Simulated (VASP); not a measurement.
## Si5Ge: single point with PBE

Crystal: Si5Ge.

```
Si Ge
1.0
     2.82779    0.00000    0.00000
    -1.41390    2.44894    0.00000
     0.00000    0.00000   13.75643
Si Ge
5 1
Direct
  0.66667 0.33333 0.83333
  0.66667 0.33333 0.16667
  0.33333 0.66667 0.66667
  0.33333 0.66667 0.00000
  0.33333 0.66667 0.33333
  0.66667 0.33333 0.50000
```

```json
{"Program": "VASP 6.6.1", "Task": "single point", "Functional": "PBE", "Potentials or basis": "VASP PAW PBE potentials, release 64 (Si, Ge_d)", "Cutoff": "520 eV", "k mesh": "6 × 6 × 2", "Occupations": "gaussian, width 0.1 eV", "Spin": "no spin polarisation"}
```

```
Pressure               : -2.0 GPa
Largest force          : 0.585 eV/Å
Band gap on the k mesh : zero (band 17 reaches 16.41 eV, above the bottom of band 18 at 5.85 eV)
```

Forces in eV/Å, atoms in the order of the input:
```
Si   0.000  0.000 -0.017
Si   0.000  0.000  0.017
Si   0.000  0.000  0.585
Si   0.000  0.000  0.000
Si   0.000  0.000 -0.585
Ge   0.000  0.000  0.000
```

Stress tensor (GPa, compression positive):
```
 1.71  0.00  0.00
 0.00  1.71  0.00
 0.00  0.00 -9.38
```

Levels at points of the mesh, in eV from the Fermi level:
| k point | band 14 | band 15 | band 16 | band 17 | band 18 | band 19 | band 20 | band 21 |
| --- | --- | --- | --- | --- | --- | --- | --- | --- |
| (0.00, 0.00, 0.00) | -1.66 | 4.63 | 4.71 | 7.36 | 7.36 | 7.89 | 7.89 | 8.07 |
| (0.50, 0.00, 0.00) | -4.37 | -4.26 | -1.59 | -1.46 | -1.40 | 0.42 | 2.86 | 3.32 |
| (0.00, 0.00, 0.50) | 1.37 | 1.41 | 7.46 | 7.46 | 7.60 | 7.60 | 7.96 | 8.02 |
| (0.50, 0.00, 0.50) | -3.58 | -3.44 | -2.80 | -2.68 | 0.78 | 0.91 | 1.87 | 2.10 |

It took 30 s on 1 thread of Intel(R) Xeon(R) 6975P-C (Granite Rapids), on a shared host, peak memory 0.23 GiB.

Caveat: the k points lie up to 0.43 Å⁻¹ apart.
